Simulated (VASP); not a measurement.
# GaSb: single point with PBE

The system is GaSb.

```
Sb Ga
1.0
    -2.75343    2.75343    1.59071
     2.75343   -2.75343    1.59071
     2.75343    2.75343   -1.59071
Sb Ga
1 1
Direct
  0.00000 0.00000 0.00000
  0.75000 0.25000 0.50000
```

```
Program             : VASP 6.6.1
Task                : single point
Functional          : PBE
Potentials or basis : VASP PAW PBE potentials, release 64 (Sb, Ga_d)
Cutoff              : 520 eV
k mesh              : 10 × 10 × 10
Occupations         : fermi-dirac, width 0.05 eV
Spin                : no spin polarisation
```

```yaml
Pressure: 0.1 GPa
Band_gap_on_the_k_mesh: zero (band 9 reaches 8.35 eV, above the bottom of band 10 at 3.85 eV)
```

Stress tensor (GPa, compression positive):
```
 0.46  0.00  0.00
 0.00  0.46  0.00
 0.00  0.00 -0.51
```

Levels at points of the mesh, in eV from the Fermi level:
```tsv
k point	band 7	band 8	band 9	band 10	band 11	band 12
(0.00, 0.00, 0.00)	-2.92	-1.84	-1.84	3.45	4.99	7.12
(0.50, 0.00, 0.00)	-5.59	-2.43	-1.47	-1.12	2.43	3.29
(0.50, 0.50, 0.00)	-8.00	0.02	1.81	2.16	2.38	4.55
(0.50, 0.50, 0.50)	-5.89	-4.94	-4.94	3.43	4.94	10.38
```

Wall time 46 s on 1 thread of Intel(R) Xeon(R) Platinum 8259CL CPU @ 2.50GHz (Skylake/Cascade Lake), with other jobs on the host, peak memory 0.23 GiB.

Caveat: spin-orbit coupling is left out, which moves the levels of the heavy elements.
